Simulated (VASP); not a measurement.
Set up this calculation in VASP 6.6.1, as the native input.

* Task: single point
* Functional: PBE
* Potentials or basis: VASP PAW PBE potentials, release 64 (Fe)
* Cutoff: 600 eV
* k mesh: 8 × 8 × 8
* Occupations: fermi-dirac, width 0.1 eV
* Spin: collinear spin, ferromagnetic start
* Starting moments: [2.5] μB
* Dipole correction: no
* Further INCAR settings: ALGO = Normal; EDIFF = 1e-06; NBANDS = 14

The structure of Fe lies in POSCAR:

```
Fe
1.0
   -1.4078893272      1.4078893272      1.4078893272
    1.4078893272     -1.4078893272      1.4078893272
    1.4078893272      1.4078893272     -1.4078893272
Fe
1
Direct
    0.0000000000      0.0000000000      0.0000000000
```

One way to write it, as run:

INCAR

```
SYSTEM = Fe
  PREC = Accurate
  ENCUT = 600
  EDIFF = 1E-6
  ISMEAR = -1
  SIGMA = 0.1
  LREAL = .FALSE.
  LASPH = .TRUE.
  NELM = 200
  ALGO = Normal
  ISIF = 2
  LWAVE = .FALSE.
  LCHARG = .TRUE.
  ISPIN = 2
  MAGMOM = 2.5
  LORBIT = 11
  LMAXMIX = 4
  GGA = PE
  LELF = .TRUE.
  LVHAR = .TRUE.
  NBANDS = 14
  GGA_COMPAT = .FALSE.
```

KPOINTS

```
regular mesh
0
G
  8 8 8
  0 0 0
```

Potentials or basis: VASP PAW PBE potentials, release 64 (Fe).

The run is started by

```bash
$ cat potpaw_PBE.64/Fe/POTCAR > POTCAR
$ mpirun -np 1 vasp_std > vasp.out
```

It gave:

```
Pressure                                              : 2.3 GPa
Net moment                                            : 2.09 μB per cell
Site moments                                          : Fe +2.08 μB
Valence electrons inside the program's atomic spheres : Fe 7.31
```

Caveat: the k points lie up to 0.39 Å⁻¹ apart.

It took 16 s on 1 thread of Intel Xeon 8259CL, with other jobs on the host, peak memory 0.14 GiB.
